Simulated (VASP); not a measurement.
Input of a VASP 6.6.1 run:

Contents of INCAR:

```
SYSTEM = BaPm
  PREC = Accurate
  ENCUT = 520
  EDIFF = 1E-6
  ISMEAR = -1
  SIGMA = 0.05
  LREAL = .FALSE.
  LASPH = .TRUE.
  NELM = 150
  ALGO = Fast
  ISIF = 2
  LWAVE = .FALSE.
  LCHARG = .TRUE.
  ISPIN = 2
  MAGMOM = 4 0
  LORBIT = 11
  LMAXMIX = 6
  GGA = PE
  LELF = .TRUE.
  LVHAR = .TRUE.
  NBANDS = 24
```

File KPOINTS:

```
Automatic mesh
0
G
  8 8 4
  0 0 0
```

The input POSCAR:

```
BaPm
1.0
    3.9138893064      0.0000000000      0.0000000000
   -1.9569446532      3.3895275669      0.0000000000
    0.0000000000      0.0000000000      6.4344696260
Pm Ba
1 1
Direct
    0.6666666667      0.3333333333      0.0000000000
    0.0000000000      0.0000000000      0.5000000000
```

Potentials or basis: VASP PAW PBE potentials, release 64 (Pm, Ba_sv).

Run with:

```bash
$ cat potpaw_PBE.64/Pm/POTCAR potpaw_PBE.64/Ba_sv/POTCAR > POTCAR
$ mpirun -np 1 vasp_std > vasp.out
```

Problem. Predict the site moments.

Solution. Pm +4.63; Ba -0.00 μB.

Problem. What does it give for the net moment?

Solution. 5.24 μB per cell.

Problem. Predict the pressure.

Solution. 2.1 GPa.

Stress tensor (GPa, compression positive):
```
1.96 0.00 0.00
0.00 1.96 0.00
0.00 0.00 2.32
```

Caveat: the magnetic or orbital state may not be the lowest. The state reached can hang on the start; a lower one may exist.
